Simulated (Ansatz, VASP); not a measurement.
Mn in VASP and in Ansatz

File INCAR:

```
SYSTEM = Mn
PREC = Accurate
ENCUT = 520
EDIFF = 1E-7
ISMEAR = -1
SIGMA = 0.05
LREAL = .FALSE.
LASPH = .TRUE.
NELM = 150
ALGO = Normal
ISIF = 2
LWAVE = .FALSE.
LCHARG = .FALSE.
ISPIN = 2
MAGMOM = 4 -4
LORBIT = 11
LMAXMIX = 4
GGA = PE
NBANDS = 24
```

File KPOINTS:

```
regular mesh
0
G
  9 9 9
  0 0 0
```

POSCAR

```
Mn
1.0
    3.0810000000      0.0000000000      0.0000000000
    0.0000000000      3.0810000000      0.0000000000
    0.0000000000      0.0000000000      3.0810000000
Mn
2
Direct
    0.0000000000      0.0000000000      0.0000000000
    0.5000000000      0.5000000000      0.5000000000
```

Input for Ansatz:

```yaml
crystal:
  lattice:
    - [3.081, 0.0, 0.0]
    - [0.0, 3.081, 0.0]
    - [0.0, 0.0, 3.081]
  atoms:
    - { symbol: Mn, position: [0.0, 0.0, 0.0], spin: 4.0 }
    - { symbol: Mn, position: [0.5, 0.5, 0.5], spin: -4.0 }
magnetization:
  spin_polarized: true
kpoints:
  mp_grid: { grid: [9, 9, 9] }
scf:
  occupations: { method: fermi_dirac, width: 0.05 }
  lower_state_search: "off"
hamiltonian:
  xc: pbe
  pseudopotentials: { kind: paw }
output:
  forces: true
  stress: true
  eigenvalues: true
  populations: true
  write_density: true
  write_potential: true
  elf: true
  volumetric_format: npy
```

Alike in both runs: task single point; functional PBE; k mesh 9 × 9 × 9; occupations fermi-dirac, width 0.05 eV; collinear spin.

```csv
,VASP,Ansatz
version,VASP 6.6.1,Ansatz 0.2.0
potentials or method,"VASP PAW PBE potentials, release 64 (Mn_pv)","PAW with Ansatz's default frozen-core files, scalar-relativistic"
plane-wave cutoff (eV),520,420
valence electrons in the cell,26,30
```

Ansatz gave:

| Quantity | Value |
| --- | --- |
| pressure (GPa) | -9.1 |
| net moment per atom (μB) | 0.00 |
| size of the moment on the site where the two differ most (μB) | 3.25 |

Question: Which values does VASP return?

Answer: Pressure (GPa): -8.8; net moment per atom (μB): 0.00; size of the moment on the site where the two differ most (μB): 3.27.

Site moments also hang on the region over which each program counts them. With one functional, cell and mesh, what is left measures potentials, basis and numerics. VASP's potentials hold 26 valence electrons a cell and Ansatz's 30, so a difference there can come from the potentials and not from the codes.
